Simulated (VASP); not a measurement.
A run of VASP 6.6.1:

File INCAR:

```
ALGO = Normal
EDIFF = 1E-7
ENCUT = 520
GGA = PS
ISIF = 2
ISMEAR = 0
LASPH = True
LCHARG = False
LREAL = False
LWAVE = False
NBANDS = 34
NELM = 60
PREC = Accurate
SIGMA = 0.05
```

Contents of KPOINTS:

```
k-points
0
Gamma
  8 8 12
```

POSCAR

```
Hf2N
1.0
    5.3131240200      0.0000000000      0.0000000000
    0.0000000000      5.3131240200      0.0000000000
    0.0000000000      0.0000000000      3.2420983900
Hf N
4 2
Direct
    0.2955363700      0.2955363700      0.0000000000
    0.7044636300      0.7044636300      0.0000000000
    0.7955363700      0.2044636300      0.5000000000
    0.2044636300      0.7955363700      0.5000000000
    0.0000000000      0.0000000000      0.0000000000
    0.5000000000      0.5000000000      0.5000000000
```

Potentials or basis: VASP PAW PBE potentials, release 64 (Hf_pv, N).

The run is started by

```bash
$ cat potpaw_PBE.64/Hf_pv/POTCAR potpaw_PBE.64/N/POTCAR > POTCAR
$ mpirun -np 1 vasp_std > vasp.out
```

Hardware: 1 thread of AMD EPYC 7R43 64-Core Processor (Zen 3), on a shared host.

How long does it take, and how much memory?

Run time: 7.4 min on 1 thread of AMD EPYC 7R43 64-Core Processor (Zen 3) (shared host), peak memory 0.33 GiB. Counts: scf iterations 16, k points 105.
